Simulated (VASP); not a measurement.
# P (Cmce) in VASP: a series of runs, part 2 of 3

VASP 6.6.1. The steps go on from the part before.

**3. Single point, PBE+D3(BJ)**

This run uses another cell than the first one, of 20.87 Å³/atom, 1.020 times its volume.

The input, INCAR:

```
PREC     = Accurate       # precision mode
ENCUT    = 520            # plane-wave cutoff, eV
EDIFF    = 1E-6           # SCF threshold, eV
ISMEAR   = -1             # smearing method
SIGMA    = 0.05           # smearing width, eV
LREAL    = False          # projectors in reciprocal space
LASPH    = True           # aspherical terms in the spheres
NELM     = 60             # most SCF steps
ALGO     = Normal         # electronic algorithm
ISIF     = 2              # what is computed and relaxed
LWAVE    = False          # write WAVECAR
LCHARG   = False          # write CHGCAR
GGA      = PE             # functional
IVDW     = 12             # dispersion correction
NBANDS   = 18             # bands
```

The input, KPOINTS:

```
regular mesh
0
Gamma
  8 8 6
```

The input, POSCAR:

```
P
1.0
    1.6586556482     -5.5012310827      0.0000000000
    1.6586556482      5.5012310827      0.0000000000
    0.0000000000      0.0000000000      4.5737267689
P
4
Direct
    0.9041431300      0.0958568700      0.5888151700
    0.0958568700      0.9041431300      0.4111848300
    0.5958568700      0.4041431300      0.0888151700
    0.4041431300      0.5958568700      0.9111848300
```

Potentials or basis: VASP PAW PBE potentials, release 64 (P).

Run with:

```bash
cat potpaw_PBE.64/P/POTCAR > POTCAR
mpirun -np 1 vasp_std > vasp.out
```

OUTCAR:

```text
PREC = Accurate
   ENCUT = 520
   EDIFF = 1E-6
   ISMEAR = -1
   LREAL = False
   LASPH = True
   NELM = 60
   ISIF = 2
   GGA = PE
   IVDW = 12
 IVDW          = 12

 ion  position               nearest neighbor table
   1  0.904  0.096  0.589-   4 2.22   4 2.22   2 2.26
   2  0.096  0.904  0.411-   3 2.22   3 2.22   1 2.26
   3  0.596  0.404  0.089-   2 2.22   2 2.22   4 2.26
   4  0.404  0.596  0.911-   1 2.22   1 2.22   3 2.26

  LATTYP: Found a base centered orthorhombic cell.
[... 707 lines left out ...]
 E8    (eV) :    -0.5031

  FORCE on cell =-STRESS in cart. coord.  units (eV):
  Direction    XX          YY          ZZ          XY          YZ          ZX
  --------------------------------------------------------------------------------------
  -------------------------------------------------------------------------------------
  Total      -1.51569    -1.12527    -1.19651     0.00000    -0.00000     0.00000
  in kB     -29.09402   -21.59990   -22.96733     0.00000    -0.00000     0.00000
  external pressure =      -24.55 kB  Pullay stress =        0.00 kB

 VOLUME and BASIS-vectors are now :
 -----------------------------------------------------------------------------
  energy-cutoff  :      520.00
  volume of cell :       83.47
      direct lattice vectors                 reciprocal lattice vectors
     1.658655648 -5.501231083  0.000000000     0.301448948 -0.090888747  0.000000000
     1.658655648  5.501231083  0.000000000     0.301448948  0.090888747  0.000000000
     0.000000000  0.000000000  4.573726769     0.000000000  0.000000000  0.218640083

 POSITION                                       TOTAL-FORCE (eV/Angst)
 -----------------------------------------------------------------------------------
      1.65866     -4.44657      2.69308         0.000000      0.012771     -0.160673
      1.65866      4.44657      1.88065         0.000000     -0.012771      0.160673
      1.65866     -1.05466      0.40622         0.000000     -0.012771     -0.160673
      1.65866      1.05466      4.16751         0.000000      0.012771      0.160673
 -----------------------------------------------------------------------------------
    total drift:                                0.000000     -0.000000     -0.000000

  FREE ENERGIE OF THE ION-ELECTRON SYSTEM (eV)
  ---------------------------------------------------
  free  energy   TOTEN  =       -22.8301162525 eV

  energy  without entropy=      -22.8297859704  energy(sigma->0) =      -22.82995111
```

OSZICAR:

```text
N       E                     dE             d eps       ncg     rms          rms(c)
DAV:   1     0.638611453388E+02    0.63861E+02   -0.83430E+03  3024   0.943E+02
DAV:   2    -0.174575600957E+02   -0.81319E+02   -0.78003E+02  4026   0.153E+02
DAV:   3    -0.216107124157E+02   -0.41532E+01   -0.41250E+01  4022   0.355E+01
DAV:   4    -0.216579789245E+02   -0.47267E-01   -0.47229E-01  3972   0.449E+00
DAV:   5    -0.216589061260E+02   -0.92720E-03   -0.92712E-03  3888   0.602E-01    0.101E+01
DAV:   6    -0.215469877449E+02    0.11192E+00   -0.57647E-02  3574   0.122E+00    0.601E+00
DAV:   7    -0.215000002658E+02    0.46987E-01   -0.10615E-01  3584   0.171E+00    0.261E-01
DAV:   8    -0.215002820663E+02   -0.28180E-03   -0.10009E-02  3402   0.561E-01    0.133E-01
DAV:   9    -0.215003892213E+02   -0.10715E-03   -0.39881E-04  4004   0.119E-01    0.768E-02
DAV:  10    -0.215004325685E+02   -0.43347E-04   -0.52301E-05  3644   0.387E-02    0.320E-02
DAV:  11    -0.215004462101E+02   -0.13642E-04   -0.17385E-05  3536   0.273E-02    0.835E-03
DAV:  12    -0.215004468520E+02   -0.64198E-06   -0.61449E-07  2322   0.464E-03
   1 F= -.22830116E+02 E0= -.22829951E+02  d E =-.330282E-03
```

stdout:

```text
POSCAR found type information on POSCAR P
 POSCAR found :  1 types and       4 ions
 scaLAPACK will be used
 LDA part: xc-table for (Slater+PW92), standard interpolation
 POSCAR, INCAR and KPOINTS ok, starting setup
 FFT: planning ... GRIDC
 FFT: planning ... GRID_SOFT
 FFT: planning ... GRID
 WAVECAR not read
 entering main loop
```

Run time: 64 s. Hardware: 1 thread of Intel Xeon Platinum 8559C (Emerald Rapids), shared host; peak memory 0.3 GiB.

Results:

```yaml
Free_energy: -22.8301 eV
Pressure: -2.5 GPa
Largest_force: 0.161 eV/Å
Band_gap_on_the_k_mesh: 0.15 eV, direct
Dispersion_energy_per_atom: -0.332 eV
```

Forces in eV/Å, atoms in the order of the input:
```
P    0.000  0.013 -0.161
P    0.000 -0.013  0.161
P    0.000 -0.013 -0.161
P    0.000  0.013  0.161
```

Stress tensor (GPa, compression positive):
```
-2.91  0.00  0.00
 0.00 -2.16  0.00
 0.00  0.00 -2.30
```

Levels at points of the mesh, in eV from the valence-band top:
| k point | band 8 | band 9 | band 10 | band 11 | band 12 | band 13 |
| --- | --- | --- | --- | --- | --- | --- |
| (0.00, 0.00, 0.00) | -2.71 | -2.54 | -1.18 | 0.60 | 1.03 | 1.87 |
| (0.50, 0.00, 0.00) | -3.34 | -2.61 | -2.61 | 0.68 | 0.68 | 1.51 |
| (0.50, 0.50, 0.00) | -2.39 | -1.55 | 0.00 | 0.15 | 0.80 | 2.06 |
| (0.00, 0.00, 0.50) | -3.23 | -1.65 | -1.65 | 1.38 | 1.38 | 2.87 |
| (0.50, 0.00, 0.50) | -5.24 | -1.79 | -1.79 | 1.67 | 1.67 | 3.39 |
| (0.50, 0.50, 0.50) | -2.76 | -1.96 | -1.96 | 1.39 | 1.39 | 2.53 |

A k mesh can miss the band edges.

**4. Single point, PBE+D3(BJ)**

This run uses another cell than the first one, of 21.28 Å³/atom, 1.040 times its volume.

The input, INCAR:

```
SYSTEM = P
PREC = Accurate
ENCUT = 520
EDIFF = 1E-7
ISMEAR = -1
SIGMA = 0.05
LREAL = .False.
LASPH = .True.
NELM = 100
ALGO = Normal
ISIF = 2
LWAVE = .False.
LCHARG = .False.
GGA = PE
IVDW = 12
NBANDS = 18
```

The input, KPOINTS:

```
regular mesh
0
Gamma
  8 8 6
  0 0 0
```

The input, POSCAR:

```
P
1.0
    1.6694264413     -5.5369543634      0.0000000000
    1.6694264413      5.5369543634      0.0000000000
    0.0000000000      0.0000000000      4.6034271255
P
4
Direct
    0.9041431300      0.0958568700      0.5888151700
    0.0958568700      0.9041431300      0.4111848300
    0.5958568700      0.4041431300      0.0888151700
    0.4041431300      0.5958568700      0.9111848300
```

Potentials or basis: VASP PAW PBE potentials, release 64 (P).

Run with:

```bash
cat potpaw_PBE.64/P/POTCAR > POTCAR
mpirun -np 1 vasp_std > vasp.out
```

OUTCAR:

```text
SYSTEM = P
   PREC = Accurate
   ENCUT = 520
   EDIFF = 1E-7
   ISMEAR = -1
   LREAL = .False.
   LASPH = .True.
   NELM = 100
   ISIF = 2
   GGA = PE
   IVDW = 12
 IVDW          = 12

 ion  position               nearest neighbor table
   1  0.904  0.096  0.589-   4 2.23   4 2.23   2 2.28
   2  0.096  0.904  0.411-   3 2.23   3 2.23   1 2.28
   3  0.596  0.404  0.089-   2 2.23   2 2.23   4 2.28
   4  0.404  0.596  0.911-   1 2.23   1 2.23   3 2.28

  LATTYP: Found a base centered orthorhombic cell.
 ALAT       =     3.3388528826
 B/A-ratio  =     3.3166806434
 C/A-ratio  =     1.3787451222

  Lattice vectors:

 A1 = (   1.6694264413,  -5.5369543634,   0.0000000000)
 A2 = (   1.6694264413,   5.5369543634,   0.0000000000)
 A3 = (   0.0000000000,   0.0000000000,   4.6034271255)

Analysis of symmetry for initial positions (statically):
=====================================================================
 Subroutine PRICEL returns:
 Original cell was already a primitive cell.

 Routine SETGRP: Setting up the symmetry group for a
 base centered orthorhombic supercell.

 Subroutine GETGRP returns: Found  8 space group operations
 (whereof  4 operations were pure point group operations)
 out of a pool of  8 trial point group operations.

The static configuration has the point symmetry C_2h.
 The point group associated with its full space group is D_2h.

Analysis of symmetry for dynamics (positions and initial velocities):
=====================================================================
 Subroutine PRICEL returns:
 Original cell was already a primitive cell.

 Routine SETGRP: Setting up the symmetry group for a
 base centered orthorhombic supercell.

 Subroutine GETGRP returns: Found  8 space group operations
 (whereof  4 operations were pure point group operations)
 out of a pool of  8 trial point group operations.

The dynamic configuration has the point symmetry C_2h.
 The point group associated with its full space group is D_2h.

 Subroutine INISYM returns: Found  8 space group operations
 (whereof  4 operations are pure point group operations),
 and found     1 'primitive' translations

----------------------------------------------------------------------------------------

                                     Primitive cell

  volume of cell :      85.1039

  direct lattice vectors                    reciprocal lattice vectors
     1.669426441 -5.536954363  0.000000000     0.299504062 -0.090302352  0.000000000
     1.669426441  5.536954363  0.000000000     0.299504062  0.090302352  0.000000000
     0.000000000  0.000000000  4.603427125     0.000000000  0.000000000  0.217229462

  length of vectors
     5.783152105  5.783152105  4.603427125     0.312821351  0.312821351  0.217229462

  position of ions in fractional coordinates (direct lattice)
     0.904143130  0.095856870  0.588815170
     0.095856870  0.904143130  0.411184830
     0.595856870  0.404143130  0.088815170
     0.404143130  0.595856870  0.911184830

  ion indices of the primitive-cell ions
   primitive index   ion index
                 1           1
                 2           2
                 3           3
                 4           4

[... 26 lines left out ...]
 Following reciprocal coordinates:
            Coordinates               Weight
  0.000000  0.000000  0.000000      1.000000
  0.125000  0.000000  0.000000      4.000000
  0.250000  0.000000  0.000000      4.000000
  0.375000  0.000000  0.000000      4.000000
  0.500000  0.000000  0.000000      2.000000
  0.125000  0.125000  0.000000      2.000000
[... 16 lines left out ...]
  0.125000  0.000000  0.166667      8.000000
  0.250000  0.000000  0.166667      8.000000
 [... further k-points ...]
   k-points           NKPTS =     84   k-points in BZ     NKDIM =     84   number of bands    NBANDS=     18
   number of dos      NEDOS =    301   number of ions     NIONS =      4
   total plane-waves  NPLWV =  82944
   dimension x,y,z NGX =    48 NGY =   48 NGZ =   36
   dimension x,y,z NGXF=    96 NGYF=   96 NGZF=   72
   ions per type =               4
   NGX,Y,Z   is equivalent  to a cutoff of  13.80, 13.80, 13.00 a.u.
   NGXF,Y,Z  is equivalent  to a cutoff of  27.60, 27.60, 26.00 a.u.
 SYSTEM =  P
   PREC   = accura    normal or accurate (medium, high low for compatibility)
   ISTART =      0    job   : 0-new  1-cont  2-samecut
   ICHARG =      2    charge: 1-file 2-atom 10-const
   ISPIN  =      1    spin polarized calculation?
   LNONCOLLINEAR =      F non collinear calculations
   LSORBIT =      F    spin-orbit coupling
   LASPH  =      T    aspherical Exc in radial PAW
   ENCUT  =  520.0 eV  38.22 Ry    6.18 a.u.  10.75 10.75  8.56*2*pi/ulx,y,z
   NELM   =    100;   NELMIN=  2; NELMDL= -5     # of ELM steps
   EDIFF  = 0.1E-06   stopping-criterion for ELM
   LREAL  =      F    real-space projection
   EDIFFG = 0.1E-05   stopping-criterion for IOM
   NSW    =      0    number of steps for IOM
   IBRION =     -1    ionic relax: 0-MD 1-quasi-New 2-CG
   NFREE  =      0    steps in history (QN), initial steepest desc. (CG)
   ISIF   =      2    stress and relaxation
   ISYM   =      2    0-nonsym 1-usesym 2-fastsym
   POTIM  = 0.5000    time-step for ionic-motion
   TEBEG  =    0.0;   TEEND  =   0.0 temperature during run
   PSTRESS=    0.0 pullay stress
   NELECT =      20.0000    total number of electrons
   NUPDOWN=      -1.0000    fix difference up-down
   EMIN   =  10.00;   EMAX   =-10.00  energy-range for DOS
   EFERMI =   0.00;   METHOD = LEGACY
   ISMEAR =    -1;   SIGMA  =   0.05  broadening in eV -4-tet -1-fermi 0-gaus
   EFERMI_NEDOS =   21; number of points for ismear=-14 and -15
   IALGO  =     38    algorithm
   IMIX   =      4    mixing-type and parameters
     AMIX     =   0.40;   BMIX     =  1.00
     AMIX_MAG =   1.60;   BMIX_MAG =  1.00
  volume/ion in A,a.u.               =      21.28       143.58
  Fermi-wavevector in a.u.,A,eV,Ry     =   1.010264  1.909123 13.886567  1.020634
  Thomas-Fermi vector in A             =   2.143243
   LORBIT       =      0    0 simple, 1 ext, 2 COOP (PROOUT), +10 PAW based schemes
   GGA     = PE    functional components
   LHFCALC =     F    Hartree Fock is set to
   AEXX    =    0.0000 exact exchange contribution
   IVDW    =    12    specifies the selected vdW correction
   LEPSILON=     F    determine dielectric tensor
   LRPA    =     F    only Hartree local field effects (RPA)
 non-spin polarized calculation
  energy-cutoff  :      520.00
  volume of cell :       85.10
 maximum number of plane-waves:      2310
 NGX is ok and might be reduce to    48
   NGX = 21   NGY = 21   NGZ = 17

 number of electron      19.9999999 magnetization

 Free energy of the ion-electron system (eV)
  ---------------------------------------------------
  ext. energy  EPLUGINS =         0.00000000
  ---------------------------------------------------
  free energy    TOTEN  =       -21.49598281 eV

  energy without entropy =      -21.49571638  energy(sigma->0) =      -21.49584959

 E-fermi :   5.5233     XC(G=0):  -9.2572

 val. band max:        5.4307755207   @ k =   0.5000   0.5000   0.0000
 cond. band min:       5.6171252501   @ k =   0.5000   0.5000   0.0000
 fundamental gap:      0.1863497294
 Fermi energy:         5.5233421221

 k-point     1 :       0.0000    0.0000    0.0000
  band No.  band energies     occupation
      1     -10.0213      2.00000
      2      -7.3985      2.00000
      3      -4.2302      2.00000
      4      -1.0715      2.00000
      5       0.3779      2.00000
      6       0.7728      2.00000
[... 481 lines left out ...]
      5      -0.5804      2.00000
      6      -0.1925      2.00000
[... 10 lines left out ...]
     17      10.9601      0.00000
     18      12.2125      0.00000

 [... further k-points ...]

------------------------ aborting loop because EDIFF is reached ----------------------------------------

 Edisp (eV)   -1.30295

 E8    (eV) :    -0.4930

  FORCE on cell =-STRESS in cart. coord.  units (eV):
  Direction    XX          YY          ZZ          XY          YZ          ZX
  --------------------------------------------------------------------------------------
  -------------------------------------------------------------------------------------
  Total      -2.36230    -1.66040    -1.83661     0.00000     0.00000     0.00000
  in kB     -44.47293   -31.25882   -34.57627     0.00000     0.00000     0.00000
  external pressure =      -36.77 kB  Pullay stress =        0.00 kB

 VOLUME and BASIS-vectors are now :
 -----------------------------------------------------------------------------
  energy-cutoff  :      520.00
  volume of cell :       85.10
      direct lattice vectors                 reciprocal lattice vectors
     1.669426441 -5.536954363  0.000000000     0.299504062 -0.090302352  0.000000000
     1.669426441  5.536954363  0.000000000     0.299504062  0.090302352  0.000000000
     0.000000000  0.000000000  4.603427125     0.000000000  0.000000000  0.217229462

 POSITION                                       TOTAL-FORCE (eV/Angst)
 -----------------------------------------------------------------------------------
      1.66943     -4.47544      2.71057         0.000000     -0.106352     -0.061067
      1.66943      4.47544      1.89286         0.000000      0.106352      0.061067
      1.66943     -1.06151      0.40885         0.000000      0.106352     -0.061067
      1.66943      1.06151      4.19457         0.000000     -0.106352      0.061067
 -----------------------------------------------------------------------------------
    total drift:                                0.000000      0.000000      0.000000

  FREE ENERGIE OF THE ION-ELECTRON SYSTEM (eV)
  ---------------------------------------------------
  free  energy   TOTEN  =       -22.7989364532 eV

  energy  without entropy=      -22.7986700287  energy(sigma->0) =      -22.79880324
```

OSZICAR:

```text
N       E                     dE             d eps       ncg     rms          rms(c)
DAV:   1     0.648567807602E+02    0.64857E+02   -0.82347E+03  3024   0.934E+02
DAV:   2    -0.174423119063E+02   -0.82299E+02   -0.78916E+02  4064   0.156E+02
DAV:   3    -0.215934174740E+02   -0.41511E+01   -0.41236E+01  3938   0.356E+01
DAV:   4    -0.216419013908E+02   -0.48484E-01   -0.48450E-01  3966   0.457E+00
DAV:   5    -0.216428731445E+02   -0.97175E-03   -0.97167E-03  3866   0.615E-01    0.982E+00
DAV:   6    -0.215398237586E+02    0.10305E+00   -0.51312E-02  3584   0.115E+00    0.584E+00
DAV:   7    -0.214954052298E+02    0.44419E-01   -0.96452E-02  3646   0.163E+00    0.236E-01
DAV:   8    -0.214958049584E+02   -0.39973E-03   -0.85545E-03  3390   0.516E-01    0.125E-01
DAV:   9    -0.214959202308E+02   -0.11527E-03   -0.35856E-04  4008   0.112E-01    0.747E-02
DAV:  10    -0.214959678573E+02   -0.47626E-04   -0.46640E-05  3602   0.368E-02    0.303E-02
DAV:  11    -0.214959822167E+02   -0.14359E-04   -0.17812E-05  3472   0.273E-02    0.656E-03
DAV:  12    -0.214959829439E+02   -0.72719E-06   -0.74691E-07  4000   0.488E-03    0.225E-03
DAV:  13    -0.214959828269E+02    0.11704E-06   -0.13366E-07  2650   0.214E-03    0.699E-04
DAV:  14    -0.214959828068E+02    0.20054E-07   -0.81840E-09  1750   0.595E-04
   1 F= -.22798936E+02 E0= -.22798803E+02  d E =-.266425E-03
```

stdout:

```text
POSCAR found type information on POSCAR P
 POSCAR found :  1 types and       4 ions
 scaLAPACK will be used
 LDA part: xc-table for (Slater+PW92), standard interpolation
 POSCAR, INCAR and KPOINTS ok, starting setup
 FFT: planning ... GRIDC
 FFT: planning ... GRID_SOFT
 FFT: planning ... GRID
 WAVECAR not read
 entering main loop
```

It took 71 s on 1 thread of Intel Xeon Platinum 8559C (Emerald Rapids), shared host; peak memory 0.31 GiB.

Results:

```yaml
Free_energy: -22.7989 eV
Pressure: -3.7 GPa
Largest_force: 0.123 eV/Å
Band_gap_on_the_k_mesh: 0.19 eV, direct
Dispersion_energy_per_atom: -0.326 eV
```

Forces in eV/Å, atoms in the order of the input:
```
P    0.000 -0.106 -0.061
P    0.000  0.106  0.061
P    0.000  0.106 -0.061
P    0.000 -0.106  0.061
```

Stress tensor (GPa, compression positive):
```
-4.45  0.00  0.00
 0.00 -3.13  0.00
 0.00  0.00 -3.46
```

Levels at points of the mesh, in eV from the valence-band top:
| k point | band 7 | band 8 | band 9 | band 10 | band 11 | band 12 | band 13 | band 14 |
| --- | --- | --- | --- | --- | --- | --- | --- | --- |
| (0.00, 0.00, 0.00) | -3.93 | -2.63 | -2.49 | -1.14 | 0.63 | 1.06 | 1.85 | 2.75 |
| (0.50, 0.00, 0.00) | -3.28 | -3.28 | -2.56 | -2.56 | 0.70 | 0.70 | 1.55 | 1.55 |
| (0.50, 0.50, 0.00) | -4.02 | -2.35 | -1.50 | 0.00 | 0.19 | 0.84 | 2.02 | 2.64 |
| (0.00, 0.00, 0.50) | -3.17 | -3.17 | -1.61 | -1.61 | 1.35 | 1.35 | 2.86 | 2.86 |
| (0.50, 0.00, 0.50) | -5.16 | -5.16 | -1.75 | -1.75 | 1.69 | 1.69 | 3.37 | 3.37 |
| (0.50, 0.50, 0.50) | -2.71 | -2.71 | -1.93 | -1.93 | 1.38 | 1.38 | 2.51 | 2.51 |

A k mesh can miss the band edges.

[end of part 2 of 3]
